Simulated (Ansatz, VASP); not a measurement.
# One calculation of CdS, two programs

```
Cd S
1.0
     0.00000    2.91650    2.91650
     2.91650    0.00000    2.91650
     2.91650    2.91650    0.00000
Cd S
1 1
Direct
  0.00000 0.00000 0.00000
  0.75000 0.75000 0.75000
```

Alike in both runs: task single point; functional PBE; k mesh 4 × 4 × 4; occupations fermi-dirac, width 0.04 eV; no spin polarisation.

```csv
,VASP,Ansatz
version,VASP 6.6.1,Ansatz 0.2.0
potentials or method,"VASP PAW PBE potentials, release 64 (Cd, S), cutoff 500 eV","all-electron LAPW, scalar-relativistic"
```

VASP gave:

| Quantity | Value |
| --- | --- |
| gap on the k mesh at the Fermi level (eV) | 1.14 |
| least direct gap on the mesh (eV) | 1.14 |
| pressure (GPa) | 3.4 |

**Question.** What did Ansatz give for the same quantities?

**Answer.** gap on the k mesh at the Fermi level (eV): 1.13; least direct gap on the mesh (eV): 1.13; pressure (GPa): 3.0.

Ansatz ran all-electron here, and VASP with PAW potentials.

The k mesh is coarse, so the values compare programs but aren't converged.
